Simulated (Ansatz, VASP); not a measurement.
## AlN: VASP beside Ansatz

INCAR

```
SYSTEM = AlN
PREC = Accurate
ENCUT = 600
EDIFF = 1E-6
ISMEAR = -1
SIGMA = 0.01
LREAL = .False.
LASPH = .True.
NELM = 120
ALGO = Normal
ISIF = 2
LWAVE = .False.
LCHARG = .False.
GGA = PE
NBANDS = 46
GGA_COMPAT = .False.
```

The input KPOINTS:

```
regular mesh
0
Gamma
  1 1 2
  0 0 0
```

The input POSCAR:

```
AlN
1.0
    6.2595139415      0.0000000589      0.0000000000
   -3.1297570217      5.4208980593      0.0000000000
    0.0000000000      0.0000000000      5.0174032450
Al N
8 8
Direct
    0.3335524028      0.1664661886      0.5000247791
    0.3335524028      0.6664661886      0.5000247791
    0.8335524028      0.1664661886      0.5000247791
    0.8335524028      0.6664661886      0.5000247791
    0.1664661886      0.3335524028      0.0000247791
    0.1664661886      0.8335524028      0.0000247791
    0.6664661886      0.3335524028      0.0000247791
    0.6664661886      0.8335524028      0.0000247791
    0.3319615442      0.1680198643      0.8799752209
    0.1680198643      0.3319615442      0.3799752209
    0.3319615442      0.6680198643      0.8799752209
    0.1680198643      0.8319615442      0.3799752209
    0.8319615442      0.1680198643      0.8799752209
    0.6680198643      0.3319615442      0.3799752209
    0.8319615442      0.6680198643      0.8799752209
    0.6680198643      0.8319615442      0.3799752209
```

Input for Ansatz:

```yaml
crystal:
  lattice:
    - [6.259513941511, 5.886751371964e-08, 0.0]
    - [-3.129757021736, 5.420898059258, 0.0]
    - [0.0, 0.0, 5.017403245]
  atoms:
    - { symbol: Al, position: [0.333552402824, 0.1664661886254, 0.5000247790951] }
    - { symbol: "N", position: [0.3319615442374, 0.1680198643132, 0.8799752209049] }
    - { symbol: "N", position: [0.1680198643132, 0.3319615442374, 0.3799752209049] }
    - { symbol: Al, position: [0.333552402824, 0.6664661886254, 0.5000247790951] }
    - { symbol: "N", position: [0.3319615442374, 0.6680198643132, 0.8799752209049] }
    - { symbol: "N", position: [0.1680198643132, 0.8319615442374, 0.3799752209049] }
    - { symbol: Al, position: [0.833552402824, 0.1664661886254, 0.5000247790951] }
    - { symbol: "N", position: [0.8319615442374, 0.1680198643132, 0.8799752209049] }
    - { symbol: "N", position: [0.6680198643132, 0.3319615442374, 0.3799752209049] }
    - { symbol: Al, position: [0.833552402824, 0.6664661886254, 0.5000247790951] }
    - { symbol: "N", position: [0.8319615442374, 0.6680198643132, 0.8799752209049] }
    - { symbol: "N", position: [0.6680198643132, 0.8319615442374, 0.3799752209049] }
    - { symbol: Al, position: [0.1664661886254, 0.333552402824, 2.477909514775e-05] }
    - { symbol: Al, position: [0.1664661886254, 0.833552402824, 2.477909514775e-05] }
    - { symbol: Al, position: [0.6664661886254, 0.333552402824, 2.477909514775e-05] }
    - { symbol: Al, position: [0.6664661886254, 0.833552402824, 2.477909514775e-05] }
basis:
  ecutwfc: 420.0
  ecutrho_ratio: 4
  xc_grid: 2
  fft_grid_basis: typed
  precision: f64
kpoints:
  mp_grid: { grid: [1, 1, 2] }
hamiltonian:
  pseudopotentials: { kind: paw, azcp: { folder: soft_1 } }
scf:
  max_iter: 80
  self_checks: high
  occupations: { method: fermi_dirac, width: 0.01 }
output:
  forces: true
checkpoint:
  write: "../host.s2.run"
  compress: false
  write_wavefunctions: true
  write_every: 100000
```

Alike in both runs: task single point; functional PBE; k mesh 1 × 1 × 2; occupations fermi-dirac, width 0.01 eV; no spin polarisation.

```csv
,VASP,Ansatz
version,VASP 6.6.1,Ansatz 0.2.0
potentials or method,"VASP PAW PBE potentials, release 64 (Al, N), cutoff 600 eV",plane-wave PAW DFT
valence electrons in the cell,64,64
```

Ansatz gave:

```
gap on the k mesh at the Fermi level (eV) : 3.99
rms of the force components (eV/Å)        : 0.267
```

**Question.** Which values does VASP return?

**Answer.** gap on the k mesh at the Fermi level (eV): 4.00; rms of the force components (eV/Å): 0.268.

The k mesh is coarse, so the values compare programs but aren't converged.
